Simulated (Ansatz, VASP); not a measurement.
**One calculation of GePt2, two programs**

```xyz
9
Lattice="7.5213 0.0000 0.0000 -3.7607 6.5136 0.0000 0.0000 0.0000 3.4587" Properties=species:S:1:pos:R:3 pbc="T T T"
Ge    3.7607    2.1712    0.0000
Ge    0.0000    4.3424    0.0000
Ge    0.0000    0.0000    1.7293
Pt    4.6853    0.0000    1.7293
Pt    1.4180    2.4561    1.7293
Pt    5.1787    4.0576    1.7293
Pt   -1.0715    1.8558    0.0000
Pt    2.6892    4.6578    0.0000
Pt    2.1429    0.0000    0.0000
```

Change from the starting cell: strain +0.1125 x Voigt [1, 1, 0, 0, 0, 0], atoms carried along.

Alike in both runs: task single point; functional PBEsol; k mesh 6 × 6 × 12; occupations gaussian, width 0.15 eV; no spin polarisation.

|  | VASP | Ansatz |
| --- | --- | --- |
| version | VASP 6.6.1 | Ansatz 0.2.0 |
| potentials or method | VASP PAW PBE potentials, release 64 (Ge_d, Pt), cutoff 520 eV | scalar-relativistic, plane waves, PAW |
| valence electrons in the cell | 102 | 150 |

VASP gave:

| Quantity | Value |
| --- | --- |
| gap on the k mesh at the Fermi level (eV) | none |
| pressure (GPa) | -27.7 |
| traceless stress, the component that is largest in VASP (GPa) | 4.87 |
| rms of the force components (eV/Å) | 0.140 |

Q: Which values does Ansatz return?

A: gap on the k mesh at the Fermi level (eV): none; pressure (GPa): -27.6; traceless stress, the component that is largest in VASP (GPa): 4.88; rms of the force components (eV/Å): 0.141.

VASP's potentials were made for PBE, not for PBEsol. Atom by atom the forces differ by 0.001 eV/Å (rms over components). A gap of «none» marks a metal or a gap that the smearing closes. The functional is the same, so the differences come from potentials, cutoffs and numerics. VASP's potentials hold 102 valence electrons a cell and Ansatz's 150, so a difference there can come from the potentials and not from the codes.

Spin-orbit coupling is off throughout.
